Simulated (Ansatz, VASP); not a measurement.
# P in VASP and in Ansatz

```
CELL_PARAMETERS angstrom
2.44341 0.00000 0.00000
0.00000 2.44341 0.00000
0.00000 0.00000 2.44341
ATOMIC_POSITIONS crystal
P 0.00000 0.00000 0.00000
```

Change from the starting cell: volume scaled by 1, PAW files.

Alike in both runs: task single point; functional PBE; k mesh 17 × 17 × 17; occupations fermi-dirac, width 0.1 eV; no spin polarisation.

|  | VASP | Ansatz |
| --- | --- | --- |
| version | VASP 6.6.1 | Ansatz 0.2.0 |
| potentials or method | VASP PAW PBE potentials, release 64 (P) | PAW with Ansatz's default frozen-core files, scalar-relativistic |
| plane-wave cutoff (eV) | 520 | 420 |
| valence electrons in the cell | 5 | 5 |

```csv
,VASP,Ansatz,Ansatz less VASP
pressure (GPa),-0.3,0.0,+0.28
```
